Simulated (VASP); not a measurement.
A run of VASP 6.6.1 is set up as follows.

Contents of INCAR:

```
SYSTEM = TiAl16
ALGO = Normal
EDIFF = 1E-6
ENCUT = 520
ISIF = 2
ISMEAR = 0
LASPH = .True.
LCHARG = .False.
LREAL = Auto
LWAVE = .False.
NBANDS = 44
NELM = 80
PREC = Accurate
SIGMA = 0.1
```

The input KPOINTS:

```
k-points
0
Gamma
  2 3 1
  0 0 0
```

POSCAR

```
TiAl16
1.0
    8.1000000000      0.0000000000      0.0000000000
    0.0000000000      5.7275650000      0.0000000000
    0.0000000000      0.0000000000     16.2956740000
Al Ti
16 1
Direct
    0.2500000000      0.2499999564      0.0613659797
    0.7500000000      0.2499999564      0.0613659797
    0.2500000000      0.7500000436      0.0613659797
    0.7500000000      0.7500000436      0.0613659797
   -0.0027320988      0.0012776808      0.1310055663
    0.5027267901      0.0012682527      0.1310176554
    0.0038743210      0.5114766921      0.1393489462
    0.4961002469      0.5115178963      0.1393720198
    0.2499839506      0.2637637460      0.2166918042
    0.7499732099      0.2552967972      0.2264157960
    0.2499654321      0.7814041395      0.2275324727
    0.7499990123      0.7187632091      0.2312935323
   -0.0121961728     -0.0110835931      0.2962394191
    0.5121771605     -0.0110781807      0.2962545765
    0.0315656790      0.4736826208      0.3100405666
    0.4684014815      0.4737634579      0.3100659107
    0.2499834568      1.1331431420      0.3655452361
```

Potentials or basis: VASP PAW LDA potentials, release 64 (Al, Ti_sv).

Run with:

```bash
$ cat potpaw_LDA.64/Al/POTCAR potpaw_LDA.64/Ti_sv/POTCAR > POTCAR
$ mpirun -np 1 vasp_std > vasp.out
```

Problem. What does it give for the band gap on the k mesh?

Solution. 0.05 eV, indirect (least direct gap 0.20 eV).

Problem. Estimate the largest force.

Solution. 0.524 eV/Å.

Forces in eV/Å, atoms in the order of the input:
```
Al   0.000  0.082 -0.518
Al  -0.001  0.140 -0.001
Al   0.000  0.028  0.256
Al   0.000 -0.235  0.202
Al  -0.028  0.016  0.053
Al   0.028  0.017  0.053
Al   0.026 -0.024  0.012
Al  -0.026 -0.025  0.011
Al   0.001 -0.018 -0.201
Al   0.000 -0.269 -0.083
Al   0.001 -0.089 -0.138
Al   0.000  0.215  0.042
Al  -0.370 -0.076  0.020
Al   0.369 -0.076  0.019
Al  -0.173  0.131  0.063
Al   0.172  0.130  0.062
Ti   0.001  0.052  0.148
```
